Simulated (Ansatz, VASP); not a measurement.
# TiW4 in VASP and in Ansatz

```xyz
10
Lattice="2.7819 0.0000 0.0000 -1.3910 2.4092 0.0000 0.0000 0.0000 24.7042" Properties=species:S:1:pos:R:3 pbc="T T T"
Ti    0.0000    1.6062    6.1761
Ti    1.3910    0.8031   18.5282
W     0.0000    1.6062   16.0592
W     0.0000    1.6062   20.9971
W     0.0000    1.6062    1.2354
W     0.0000    1.6062   11.1167
W     1.3910    0.8031   23.4688
W     1.3910    0.8031    3.7071
W     1.3910    0.8031    8.6450
W     1.3910    0.8031   13.5875
```

Alike in both runs: functional PBE; k mesh 12 × 12 × 2; occupations gaussian, width 0.1 eV; no spin polarisation.

Ansatz relaxed the structure, and its values are those at the end. VASP's run is a single point on that final structure, the one shown.

|  | VASP | Ansatz |
| --- | --- | --- |
| version | VASP 6.6.1 | Ansatz 0.2.0 |
| potentials or method | VASP PAW PBE potentials, release 64 (Ti_sv, W_sv), cutoff 520 eV | scalar-relativistic, plane waves, PAW |
| valence electrons in the cell | 136 | 136 |

|  | VASP | Ansatz | Ansatz less VASP |
| --- | --- | --- | --- |
| gap on the k mesh at the Fermi level (eV) | none | none | - |
| pressure (GPa) | 0.3 | 0.0 | -0.32 |
| rms of the force components (eV/Å) | 0.007 | 0.000 | -0.0073 |

A gap of «none» marks a metal or a gap that the smearing closes.

Neither program's run includes spin-orbit coupling.
